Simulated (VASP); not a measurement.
# SiW3 (I4mm) in VASP: a series of runs

The runs below take SiW3 through single point, with PBE.

Everything below comes from runs of VASP 6.6.1. Logs are shortened: lines on timing, memory, paths and dates and some standing lists are left out, and cuts for length are marked.

### Step 1. The cell of the first run

The structure is tetragonal, space group I4mm (No. 107). The conventional cell has a = 5.208 Å, b = 5.208 Å, c = 5.208 Å, α = 90.00°, β = 90.00°, γ = 90.00°. Si (site symmetry 4mm) has 6 W at 2.50 to 2.70 Å within 3.3 Å. Within 3.3 Å of W (site symmetry 4mm) lie 2 Si at 2.50 to 2.70 Å and 4 W at 2.61 Å. Within 3.4 Å of W (site symmetry 2mm) lie 2 Si at 2.60 Å and 4 W at 2.60 to 2.61 Å.

### Step 2. Single point, PBE (atom 2 (W) moved -0.100 Å along Cartesian [0 0 1])

INCAR

```
PREC = Accurate ; ENCUT = 520
EDIFF = 1E-7 ; ISMEAR = 0
SIGMA = 0.15 ; LREAL = F
LASPH = T ; NELM = 60
ALGO = Fast ; ISIF = 2
LWAVE = F ; LCHARG = F
GGA = PE ; NBANDS = 31
```

KPOINTS

```
Automatic mesh
0
Gamma
  14 14 14
```

POSCAR

```
SiW3
1.0
   -2.6037661906      2.6037661906      2.6037661906
    2.6037661906     -2.6037661906      2.6037661906
    2.6037661906      2.6037661906     -2.6037661906
Si W
1 3
Direct
    0.0000000000      0.0000000000      0.0000000000
    0.4807970469      0.4807970469      0.0000000000
    0.5000000000      0.0000000000      0.5000000000
    0.0000000000      0.5000000000      0.5000000000
```

Potentials or basis: VASP PAW PBE potentials, release 64 (Si, W_sv).

On the command line:

```sh
$ cat potpaw_PBE.64/Si/POTCAR potpaw_PBE.64/W_sv/POTCAR > POTCAR
$ mpirun -np 1 vasp_std > vasp.out
```

OUTCAR:

```text
PREC = Accurate
   ENCUT = 520
   EDIFF = 1E-7
   ISMEAR = 0
   LREAL = F
   LASPH = T
   NELM = 60
   ISIF = 2
   GGA = PE

 ion  position               nearest neighbor table
   1  0.000  0.000  0.000-   2 2.50   3 2.60   4 2.60   4 2.60   3 2.60   2 2.70
   2  0.481  0.481  0.000-   1 2.50   3 2.61   4 2.61   3 2.61   4 2.61   1 2.70
   3  0.500  0.000  0.500-   1 2.60   4 2.60   1 2.60   4 2.60   2 2.61   2 2.61
   4  0.000  0.500  0.500-   1 2.60   3 2.60   1 2.60   3 2.60   2 2.61   2 2.61

  LATTYP: Found a body centered cubic cell.
 ALAT       =     5.2075323812

  Lattice vectors:

 A1 = (  -2.6037661906,   2.6037661906,   2.6037661906)
 A2 = (   2.6037661906,  -2.6037661906,   2.6037661906)
 A3 = (   2.6037661906,   2.6037661906,  -2.6037661906)

Analysis of symmetry for initial positions (statically):
=====================================================================
 Subroutine PRICEL returns:
 Original cell was already a primitive cell.

 Routine SETGRP: Setting up the symmetry group for a
 body centered cubic supercell.

 Subroutine GETGRP returns: Found  8 space group operations
 (whereof  8 operations were pure point group operations)
 out of a pool of 48 trial point group operations.

The static configuration has the point symmetry C_4v.

Analysis of symmetry for dynamics (positions and initial velocities):
=====================================================================
 Subroutine PRICEL returns:
 Original cell was already a primitive cell.

 Routine SETGRP: Setting up the symmetry group for a
 body centered cubic supercell.

 Subroutine GETGRP returns: Found  8 space group operations
 (whereof  8 operations were pure point group operations)
 out of a pool of 48 trial point group operations.

The dynamic configuration has the point symmetry C_4v.

 Subroutine INISYM returns: Found  8 space group operations
 (whereof  8 operations are pure point group operations),
 and found     1 'primitive' translations

----------------------------------------------------------------------------------------

                                     Primitive cell

  volume of cell :      70.6100

  direct lattice vectors                    reciprocal lattice vectors
    -2.603766191  2.603766191  2.603766191     0.000000000  0.192029531  0.192029531
     2.603766191 -2.603766191  2.603766191     0.192029531  0.000000000  0.192029531
     2.603766191  2.603766191 -2.603766191     0.192029531  0.192029531  0.000000000

  length of vectors
     4.509855333  4.509855333  4.509855333     0.271570767  0.271570767  0.271570767

  position of ions in fractional coordinates (direct lattice)
     0.000000000  0.000000000  0.000000000
     0.480797047  0.480797047  0.000000000
     0.500000000  0.000000000  0.500000000
     0.000000000  0.500000000  0.500000000

  ion indices of the primitive-cell ions
   primitive index   ion index
                 1           1
                 2           2
                 3           3
                 4           4

----------------------------------------------------------------------------------------

 KPOINTS: Automatic mesh

Automatic generation of k-mesh.
 Grid dimensions read from file:
 generate k-points for:   14   14   14

 Generating k-lattice:

  Cartesian coordinates                     Fractional coordinates (reciprocal lattice)
     0.000000000  0.013716395  0.013716395     0.071428571  0.000000000  0.000000000
     0.013716395  0.000000000  0.013716395     0.000000000  0.071428571  0.000000000
     0.013716395  0.013716395  0.000000000     0.000000000  0.000000000  0.071428571

  Length of vectors
     0.019397912  0.019397912  0.019397912

  Shift w.r.t. Gamma in fractional coordinates (k-lattice)
     0.000000000  0.000000000  0.000000000

 Subroutine IBZKPT returns following result:
 ===========================================

 Found    244 irreducible k-points:

 Following reciprocal coordinates:
            Coordinates               Weight
  0.000000  0.000000  0.000000      1.000000
  0.071429  0.000000  0.000000      8.000000
  0.000000  0.000000  0.071429      4.000000
  0.142857  0.000000  0.000000      8.000000
  0.000000  0.000000  0.142857      4.000000
  0.214286  0.000000  0.000000      8.000000
[... 16 lines left out ...]
  0.071429 -0.000000  0.214286     16.000000
  0.285714  0.071429  0.000000     16.000000
 [... further k-points ...]
   k-points           NKPTS =    244   k-points in BZ     NKDIM =    244   number of bands    NBANDS=     31
   number of dos      NEDOS =    301   number of ions     NIONS =      4
   total plane-waves  NPLWV =  46656
   dimension x,y,z NGX =    36 NGY =   36 NGZ =   36
   dimension x,y,z NGXF=    72 NGYF=   72 NGZF=   72
   ions per type =               1   3
   NGX,Y,Z   is equivalent  to a cutoff of  13.27, 13.27, 13.27 a.u.
   NGXF,Y,Z  is equivalent  to a cutoff of  26.54, 26.54, 26.54 a.u.
 SYSTEM =  unknown system
   PREC   = accura    normal or accurate (medium, high low for compatibility)
   ISTART =      0    job   : 0-new  1-cont  2-samecut
   ICHARG =      2    charge: 1-file 2-atom 10-const
   ISPIN  =      1    spin polarized calculation?
   LNONCOLLINEAR =      F non collinear calculations
   LSORBIT =      F    spin-orbit coupling
   LASPH  =      T    aspherical Exc in radial PAW
   ENCUT  =  520.0 eV  38.22 Ry    6.18 a.u.   8.39  8.39  8.39*2*pi/ulx,y,z
   NELM   =     60;   NELMIN=  2; NELMDL= -5     # of ELM steps
   EDIFF  = 0.1E-06   stopping-criterion for ELM
   LREAL  =      F    real-space projection
   EDIFFG = 0.1E-05   stopping-criterion for IOM
   NSW    =      0    number of steps for IOM
   IBRION =     -1    ionic relax: 0-MD 1-quasi-New 2-CG
   NFREE  =      0    steps in history (QN), initial steepest desc. (CG)
   ISIF   =      2    stress and relaxation
   ISYM   =      2    0-nonsym 1-usesym 2-fastsym
   POTIM  = 0.5000    time-step for ionic-motion
   TEBEG  =    0.0;   TEEND  =   0.0 temperature during run
   PSTRESS=    0.0 pullay stress
   NELECT =      46.0000    total number of electrons
   NUPDOWN=      -1.0000    fix difference up-down
   EMIN   =  10.00;   EMAX   =-10.00  energy-range for DOS
   EFERMI =   0.00;   METHOD = LEGACY
   ISMEAR =     0;   SIGMA  =   0.15  broadening in eV -4-tet -1-fermi 0-gaus
   EFERMI_NEDOS =   21; number of points for ismear=-14 and -15
   IALGO  =     68    algorithm
   IMIX   =      4    mixing-type and parameters
     AMIX     =   0.40;   BMIX     =  1.00
     AMIX_MAG =   1.60;   BMIX_MAG =  1.00
  volume/ion in A,a.u.               =      17.65       119.12
  Fermi-wavevector in a.u.,A,eV,Ry     =   1.419184  2.681869 27.403277  2.014084
  Thomas-Fermi vector in A             =   2.540231
   LORBIT       =      0    0 simple, 1 ext, 2 COOP (PROOUT), +10 PAW based schemes
   GGA     = PE    functional components
   LHFCALC =     F    Hartree Fock is set to
   AEXX    =    0.0000 exact exchange contribution
   IVDW    =     0    specifies the selected vdW correction
   LEPSILON=     F    determine dielectric tensor
   LRPA    =     F    only Hartree local field effects (RPA)
 non-spin polarized calculation
 RMM-DIIS sequential band-by-band and
 Gauss-broadening in eV      SIGMA  =   0.15
  energy-cutoff  :      520.00
  volume of cell :       70.61
 maximum number of plane-waves:      1926
 NGX is ok and might be reduce to    36
   NGX = 17   NGY = 17   NGZ = 17

 number of electron      46.0000004 magnetization

 Free energy of the ion-electron system (eV)
  ---------------------------------------------------
  ext. energy  EPLUGINS =         0.00000000
  ---------------------------------------------------
  free energy    TOTEN  =       -38.92297204 eV

  energy without entropy =      -38.86996038  energy(sigma->0) =      -38.89646621

 E-fermi :   9.0895     XC(G=0): -12.2638

 val. band max:        9.0859702626   @ k =   0.5000   0.5000   0.5000
 cond. band min:       9.0895811348   @ k =   0.4286   0.2857  -0.3571
 fundamental gap:      0.0036108722
 Fermi energy:         9.0894565513

 k-point     1 :       0.0000    0.0000    0.0000
  band No.  band energies     occupation
      1     -64.9059      2.00000
      2     -64.7479      2.00000
      3     -64.7352      2.00000
      4     -29.6780      2.00000
      5     -29.6632      2.00000
      6     -29.6632      2.00000
[... 23 lines left out ...]
     30      12.8519      0.00000
     31      14.4519      0.00000

 k-point     2 :       0.0714    0.0000    0.0000
  band No.  band energies     occupation
      1     -64.9040      2.00000
      2     -64.7493      2.00000
      3     -64.7357      2.00000
      4     -29.6635      2.00000
      5     -29.6633      2.00000
      6     -29.6471      2.00000
[... 23 lines left out ...]
     30      12.7706      0.00000
     31      14.2550      0.00000

 k-point     3 :       0.0000    0.0000    0.0714
  band No.  band energies     occupation
      1     -64.9041      2.00000
      2     -64.7479      2.00000
      3     -64.7370      2.00000
      4     -29.6790      2.00000
      5     -29.6484      2.00000
      6     -29.6467      2.00000
[... 23 lines left out ...]
     30      12.7500      0.00000
     31      14.2852      0.00000

 k-point     4 :       0.1429    0.0000    0.0000
  band No.  band energies     occupation
      1     -64.8985      2.00000
      2     -64.7539      2.00000
      3     -64.7367      2.00000
      4     -29.6642      2.00000
      5     -29.6195      2.00000
      6     -29.5998      2.00000
[... 635 lines left out ...]
     30      12.4421      0.00000
     31      12.9756      0.00000

 k-point    23 :       0.0714   -0.0000    0.2143
  band No.  band energies     occupation
      1     -64.8848      2.00000
      2     -64.7581      2.00000
      3     -64.7464      2.00000
      4     -29.6668      2.00000
      5     -29.5307      2.00000
      6     -29.4292      2.00000
[... 23 lines left out ...]
     30      12.4608      0.00000
     31      12.9864      0.00000

 k-point    24 :       0.2857    0.0714    0.0000
  band No.  band energies     occupation
      1     -64.8705      2.00000
      2     -64.7812      2.00000
      3     -64.7377      2.00000
      4     -29.6520      2.00000
      5     -29.4362      2.00000
      6     -29.3214      2.00000
[... 23 lines left out ...]
     30      12.2489      0.00000
     31      12.4598      0.00000

 [... further k-points ...]

------------------------ aborting loop because EDIFF is reached ----------------------------------------

  FORCE on cell =-STRESS in cart. coord.  units (eV):
  Direction    XX          YY          ZZ          XY          YZ          ZX
  --------------------------------------------------------------------------------------
  -------------------------------------------------------------------------------------
  Total        0.0298910      0.0298910      0.7644594      0.0000000     -0.0000000      0.0000000
  in kB        0.6782428      0.6782428     17.3459886      0.0000000     -0.0000000      0.0000000
  external PRESSURE =       6.2341580 kB  Pullay stress =       0.0000000 kB

 VOLUME and BASIS-vectors are now :
 -----------------------------------------------------------------------------
  energy-cutoff  :      520.00
  volume of cell :       70.61
      direct lattice vectors                 reciprocal lattice vectors
    -2.603766191  2.603766191  2.603766191     0.000000000  0.192029531  0.192029531
     2.603766191 -2.603766191  2.603766191     0.192029531  0.000000000  0.192029531
     2.603766191  2.603766191 -2.603766191     0.192029531  0.192029531  0.000000000

 POSITION                                       TOTAL-FORCE (eV/Angst)
 -----------------------------------------------------------------------------------
      0.00000      0.00000      0.00000         0.000000      0.000000     -0.838887
      0.00000      0.00000      2.50377         0.000000      0.000000     -0.186468
      0.00000      2.60377      0.00000         0.000000      0.000000      0.512677
      2.60377      0.00000      0.00000        -0.000000     -0.000000      0.512677
 -----------------------------------------------------------------------------------
    total drift:                                0.000000      0.000000      0.000023

  FREE ENERGIE OF THE ION-ELECTRON SYSTEM (eV)
  ---------------------------------------------------
  free  energy   TOTEN  =       -38.9229720401 eV

  energy  without entropy=      -38.8699603766  energy(sigma->0) =      -38.89646621
```

Run time: 8.7 min. Hardware: 1 thread of Intel Xeon 6975P-C, shared host; peak memory 0.53 GiB.

What came out:

| Item | Value |
| --- | --- |
| Free energy | -38.9230 eV |
| Pressure | 0.6 GPa |
| Largest force | 0.839 eV/Å |
| Band gap on the k mesh | zero (band 23 reaches 10.35 eV, above the bottom of band 24 at 8.76 eV) |

Forces in eV/Å, atoms in the order of the input:
```
Si   0.000  0.000 -0.839
W    0.000  0.000 -0.186
W    0.000  0.000  0.513
W    0.000  0.000  0.513
```

Caveat: the cell differs from its parent crystal (atom 2 (W) moved -0.100 Å along Cartesian [0 0 1]); spin-orbit coupling is left out, which moves the levels of the heavy elements.

[end of part 1 of 2]
